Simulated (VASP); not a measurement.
Li3Cd2Pb2:

```
CELL_PARAMETERS angstrom
5.24226 -3.10304 0.00000
5.24226 3.10304 0.00000
-0.34740 0.00000 4.45244
ATOMIC_POSITIONS crystal
Li 0.64736 0.35264 0.50000
Li 0.35264 0.64736 0.50000
Li 0.00000 0.00000 0.50000
Cd 0.83872 0.16128 0.00000
Cd 0.16128 0.83872 0.00000
Pb 0.00000 0.50000 0.50000
Pb 0.50000 0.00000 0.50000
```

The cell was built from a structure type or drawn by symmetry, and may not be a known phase.

```yaml
Program: VASP 6.6.1
Task: relaxation of cell and atoms
Functional: PBE
Potentials_or_basis: VASP PAW PBE potentials, release 64 (Li_sv, Cd, Pb_d)
Cutoff: 600 eV
k_mesh: 3 × 3 × 4
Occupations: gaussian, width 0.2 eV
Spin: no spin polarisation
```

At the start: pressure 22.5 GPa; volume 20.69 Å³/atom.

Task: How do energy, volume and symmetry change on relaxing?

Result: Over 24 steps the energy falls by 865.2 meV/atom and the volume is 26.11 Å³/atom (+26.2 %); space group C2/m (No. 12, to 0.1 Å) before, Cmmm (No. 65, to 0.1 Å).

The path:
| step | energy change (eV) | largest force (eV/Å) | pressure (GPa) | volume (Å³) |
| --- | --- | --- | --- | --- |
| 1 | 0.0000 | 18.2313 | 22.47 | 144.86 |
| 2 | -5.1026 | 0.2908 | -1.45 | 208.92 |
| 3 | -5.1824 | 0.2819 | -1.28 | 205.90 |
| 4 | -5.2501 | 0.2970 | -1.12 | 203.22 |
| 5 | -5.6641 | 0.3587 | 1.44 | 173.37 |
| 6 | -5.6642 | 0.3741 | 1.08 | 176.42 |
| 7 | -5.6658 | 0.3707 | 1.20 | 175.39 |
| 8 | -5.8985 | 0.2502 | 0.37 | 180.03 |
| 9 | -5.9689 | 0.2162 | -0.41 | 186.60 |
| 10 | -5.9804 | 0.1834 | -0.25 | 184.86 |
| 11 | -5.9803 | 0.1796 | -0.23 | 184.68 |
| 12 | -5.9876 | 0.1607 | -0.08 | 183.57 |
| 13 | -5.9948 | 0.1594 | 0.31 | 180.87 |
| 14 | -6.0009 | 0.1531 | 0.24 | 181.33 |
| 15 | -6.0115 | 0.1348 | 0.04 | 182.72 |
| 16 | -6.0127 | 0.1370 | -0.05 | 183.35 |
| 17 | -6.0207 | 0.1351 | -0.09 | 183.66 |
| 18 | -6.0399 | 0.1269 | -0.20 | 184.57 |
| 19 | -6.0373 | 0.1695 | -0.22 | 186.30 |
| 20 | -6.0477 | 0.1185 | -0.24 | 185.24 |
| 21 | -6.0483 | 0.1153 | -0.25 | 185.47 |
| 22 | -6.0545 | 0.0876 | 0.04 | 182.79 |
| 23 | -6.0548 | 0.0802 | 0.13 | 182.07 |
| 24 | -6.0561 | 0.0088 | -0.01 | 182.74 |

Final structure:
```
Li Cd Pb
1.0
     5.01407   -3.69583    0.15700
     5.01407    3.69583    0.15700
    -0.17747    0.00000    4.92511
Li Cd Pb
3 2 2
Direct
  0.65191 0.34809 0.50000
  0.34809 0.65191 0.50000
  0.00000 0.00000 0.50000
  0.79284 0.20716 0.00000
  0.20716 0.79284 0.00000
  0.00000 0.50000 0.50000
  0.50000 0.00000 0.50000
```

Caveat: the k points lie up to 0.35 Å⁻¹ apart in the final cell, too coarse for converged energies and pressures of a metal; the cutoff is under 1.25 times the usual one of these potentials, so pressure, stress and relaxed cells hold a basis-set (Pulay) error; the volume moved by over 15 % at a fixed basis, so the end points are rough.
